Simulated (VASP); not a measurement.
# Ca (Im-3m) in VASP: further runs, part 2 of 2

VASP 6.6.1. The steps go on from the part before.

**4. Single point, PBE (45.86 Å³/atom)**

This run uses another cell than the first one, of 45.86 Å³/atom.

File INCAR:

```
SYSTEM = Ca
PREC     = Accurate       ! precision mode
ENCUT    = 520            ! plane-wave cutoff, eV
EDIFF    = 1E-6           ! SCF threshold, eV
ISMEAR   = -1             ! smearing method
SIGMA    = 0.05           ! smearing width, eV
LREAL    = .FALSE.        ! projectors in reciprocal space
LASPH    = .TRUE.         ! aspherical terms in the spheres
NELM     = 60             ! most SCF steps
ALGO     = Normal         ! electronic algorithm
ISIF     = 2              ! what is computed and relaxed
LWAVE    = .FALSE.        ! write WAVECAR
LCHARG   = .FALSE.        ! write CHGCAR
GGA      = PE             ! functional
NBANDS   = 11             ! bands
```

File KPOINTS:

```
regular mesh
0
G
  10 10 10
  0 0 0
```

File POSCAR:

```
Ca
1.0
   -2.2548348694      2.2548348694      2.2548348694
    2.2548348694     -2.2548348694      2.2548348694
    2.2548348694      2.2548348694     -2.2548348694
Ca
1
Direct
    0.0000000000      0.0000000000      0.0000000000
```

Potentials or basis: VASP PAW PBE potentials, release 64 (Ca_sv).

On the command line:

```
cat potpaw_PBE.64/Ca_sv/POTCAR > POTCAR
mpirun -np 1 vasp_std > vasp.out
```

OUTCAR:

```text
SYSTEM = Ca
   PREC = Accurate
   ENCUT = 520
   EDIFF = 1E-6
   ISMEAR = -1
   LREAL = .FALSE.
   LASPH = .TRUE.
   NELM = 60
   ISIF = 2
   GGA = PE

 ion  position               nearest neighbor table
   1  0.000  0.000  0.000-

  LATTYP: Found a body centered cubic cell.
 ALAT       =     4.5096697388

  Lattice vectors:

 A1 = (  -2.2548348694,   2.2548348694,   2.2548348694)
 A2 = (   2.2548348694,  -2.2548348694,   2.2548348694)
 A3 = (   2.2548348694,   2.2548348694,  -2.2548348694)

Analysis of symmetry for initial positions (statically):
=====================================================================
 Subroutine PRICEL returns:
 Original cell was already a primitive cell.

 Routine SETGRP: Setting up the symmetry group for a
 body centered cubic supercell.

 Subroutine GETGRP returns: Found 48 space group operations
 (whereof 48 operations were pure point group operations)
 out of a pool of 48 trial point group operations.

The static configuration has the point symmetry O_h .

Analysis of symmetry for dynamics (positions and initial velocities):
=====================================================================
 Subroutine PRICEL returns:
 Original cell was already a primitive cell.

 Routine SETGRP: Setting up the symmetry group for a
 body centered cubic supercell.

 Subroutine GETGRP returns: Found 48 space group operations
 (whereof 48 operations were pure point group operations)
 out of a pool of 48 trial point group operations.

The dynamic configuration has the point symmetry O_h .

 Subroutine INISYM returns: Found 48 space group operations
 (whereof 48 operations are pure point group operations),
 and found     1 'primitive' translations

----------------------------------------------------------------------------------------

                                     Primitive cell

  volume of cell :      45.8568
[... 106 lines left out ...]
     AMIX     =   0.40;   BMIX     =  1.00
     AMIX_MAG =   1.60;   BMIX_MAG =  1.00
  volume/ion in A,a.u.               =      45.86       309.46
  Fermi-wavevector in a.u.,A,eV,Ry     =   0.985387  1.862111 13.211083  0.970987
  Thomas-Fermi vector in A             =   2.116690
   LORBIT       =      0    0 simple, 1 ext, 2 COOP (PROOUT), +10 PAW based schemes
   GGA     = PE    functional components
   LHFCALC =     F    Hartree Fock is set to
   AEXX    =    0.0000 exact exchange contribution
   IVDW    =     0    specifies the selected vdW correction
   LEPSILON=     F    determine dielectric tensor
   LRPA    =     F    only Hartree local field effects (RPA)
 non-spin polarized calculation
  energy-cutoff  :      520.00
  volume of cell :       45.86
 maximum number of plane-waves:      1264
 NGX is ok and might be reduce to    30
   NGX = 15   NGY = 15   NGZ = 15

 number of electron      10.0000000 magnetization

 number of electron       9.9999999 magnetization

 Free energy of the ion-electron system (eV)
  ---------------------------------------------------
  ext. energy  EPLUGINS =         0.00000000
  ---------------------------------------------------
  free energy    TOTEN  =        -1.90675972 eV

  energy without entropy =       -1.89371756  energy(sigma->0) =       -1.90023864

 E-fermi :   1.6968     XC(G=0):  -7.4843

 val. band max:        1.6810736017   @ k =  -0.4000  -0.4000   0.1000
 cond. band min:       1.7122542030   @ k =   0.5000   0.5000   0.3000
 fundamental gap:      0.0311806013
 Fermi energy:         1.6968041388

 k-point     1 :       0.0000    0.0000    0.0000
  band No.  band energies     occupation
      1     -40.5799      2.00000
      2     -21.5031      2.00000
      3     -21.5031      2.00000
      4     -21.5031      2.00000
      5      -2.2302      2.00000
      6       3.8576      0.00000
      7       3.8576      0.00000
      8       3.8576      0.00000
      9       4.8242      0.00000
     10       4.8242      0.00000
     11      11.4786      0.00000
[... 309 lines left out ...]
 k-point    24 :      -0.3000    0.3000    0.1000
  band No.  band energies     occupation
      1     -40.5726      2.00000
      2     -21.5692      2.00000
      3     -21.5298      2.00000
      4     -21.5106      2.00000
      5      -0.6573      2.00000
      6       2.8983      0.00000
      7       3.3483      0.00000
      8       4.3361      0.00000
      9       4.8383      0.00000
     10       5.0443      0.00000
     11       8.1706      0.00000

 [... further k-points ...]
[... 5 lines left out ...]
  --------------------------------------------------------------------------------------
  -------------------------------------------------------------------------------------
  Total       -0.3498239     -0.3498239     -0.3498239      0.0000000     -0.0000000     -0.0000000
  in kB      -12.2223801    -12.2223801    -12.2223801      0.0000000     -0.0000000     -0.0000000
  external PRESSURE =     -12.2223801 kB  Pullay stress =       0.0000000 kB

 VOLUME and BASIS-vectors are now :
 -----------------------------------------------------------------------------
  energy-cutoff  :      520.00
  volume of cell :       45.86
      direct lattice vectors                 reciprocal lattice vectors
    -2.254834869  2.254834869  2.254834869     0.000000000  0.221745728  0.221745728
     2.254834869 -2.254834869  2.254834869     0.221745728  0.000000000  0.221745728
     2.254834869  2.254834869 -2.254834869     0.221745728  0.221745728  0.000000000

 POSITION                                       TOTAL-FORCE (eV/Angst)
 -----------------------------------------------------------------------------------
      0.00000      0.00000      0.00000        -0.000000      0.000000     -0.000000
 -----------------------------------------------------------------------------------
    total drift:                               -0.000000     -0.000000      0.000000

  FREE ENERGIE OF THE ION-ELECTRON SYSTEM (eV)
  ---------------------------------------------------
  free  energy   TOTEN  =        -1.9067597217 eV

  energy  without entropy=       -1.8937175627  energy(sigma->0) =       -1.90023864
```

OSZICAR:

```text
N       E                     dE             d eps       ncg     rms          rms(c)
DAV:   1     0.660571586175E+02    0.66057E+02   -0.49084E+03  1034   0.807E+02
DAV:   2    -0.514912987415E+00   -0.66572E+02   -0.65967E+02  1136   0.209E+02
DAV:   3    -0.184222828906E+01   -0.13273E+01   -0.13090E+01  1482   0.293E+01
DAV:   4    -0.190817677365E+01   -0.65948E-01   -0.65701E-01  1360   0.535E+00
DAV:   5    -0.190992498862E+01   -0.17482E-02   -0.17481E-02  1424   0.727E-01    0.227E+00
DAV:   6    -0.190679788322E+01    0.31271E-02   -0.10463E-02  1294   0.111E+00    0.138E+00
DAV:   7    -0.190711527936E+01   -0.31740E-03   -0.16671E-02  1125   0.149E+00    0.978E-02
DAV:   8    -0.190673691592E+01    0.37836E-03   -0.16859E-03  1256   0.396E-01    0.217E-02
DAV:   9    -0.190675831689E+01   -0.21401E-04   -0.10128E-04  1383   0.807E-02    0.815E-03
DAV:  10    -0.190676054359E+01   -0.22267E-05   -0.80401E-06  1510   0.226E-02    0.892E-04
DAV:  11    -0.190675972171E+01    0.82188E-06   -0.25739E-07   790   0.468E-03
   1 F= -.19067597E+01 E0= -.19002386E+01  d E =-.130422E-01
```

Wall time 22 s (1 thread of Intel Xeon 8259CL, shared host); peak memory 0.18 GiB.

What came out:

- Free energy: -1.9068 eV
- Pressure: -1.2 GPa
- Band gap on the k mesh: zero (bands 5 and 6 overlap by 0.29 eV)

**5. Summary**

```tsv
cell	gap on the mesh (eV)	pressure (GPa)
a = 3.801 Å, angles 109.5°, 1 atom	none	0.0
a = 3.854 Å, angles 109.5°, 1 atom	none	-0.7
a = 3.905 Å, angles 109.5°, 1 atom	none	-1.2
```

Alike in all rows: task single point; level PBE; potentials or basis VASP PAW PBE potentials, release 64 (Ca_sv); no spin polarisation; k mesh 10 × 10 × 10; cutoff (eV) 520; smearing fermi-dirac 0.05 eV.

Absolute energies hang on the potentials; compare differences alone.

The gap in the log of VASP goes by the Fermi energy; the results here count the filled bands.